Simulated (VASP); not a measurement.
A run of VASP 6.6.1:

The input INCAR:

```
ALGO = Normal
EDIFF = 1E-6
ENCUT = 520
GGA = PE
ISIF = 2
ISMEAR = 0
LASPH = True
LCHARG = False
LREAL = False
LWAVE = False
NBANDS = 37
NELM = 100
PREC = Accurate
SIGMA = 0.1
```

File KPOINTS:

```
k-points
0
Gamma
  12 12 12
```

Contents of POSCAR:

```
CdGa2O3
1.0
    2.9848569181      1.7233079451      2.7535645524
   -2.9848569181      1.7233079451      2.7535645524
    0.0000000000     -3.4466158903      2.7535645524
Cd Ga O
1 2 3
Direct
    0.0000000000      0.0000000000      0.0000000000
    0.6798924811      0.6798924811      0.6798924811
    0.3201075189      0.3201075189      0.3201075189
    0.0000000000      0.5000000000      0.0000000000
    0.5000000000      0.0000000000      0.0000000000
    0.0000000000      0.0000000000      0.5000000000
```

Potentials or basis: VASP PAW PBE potentials, release 64 (Cd, Ga_d, O).

Launch:

```bash
$ cat potpaw_PBE.64/Cd/POTCAR potpaw_PBE.64/Ga_d/POTCAR potpaw_PBE.64/O/POTCAR > POTCAR
$ mpirun -np 1 vasp_std > vasp.out
```

Hardware: 1 thread of Oxide Virtual Turin-like Processor (shared host).

**Question.** Estimate the wall time of this run.

**Answer.** Wall time 14 min on 1 thread of Oxide Virtual Turin-like Processor, with other jobs on the host, peak memory 0.56 GiB. Counts: scf iterations 15, k points 189.
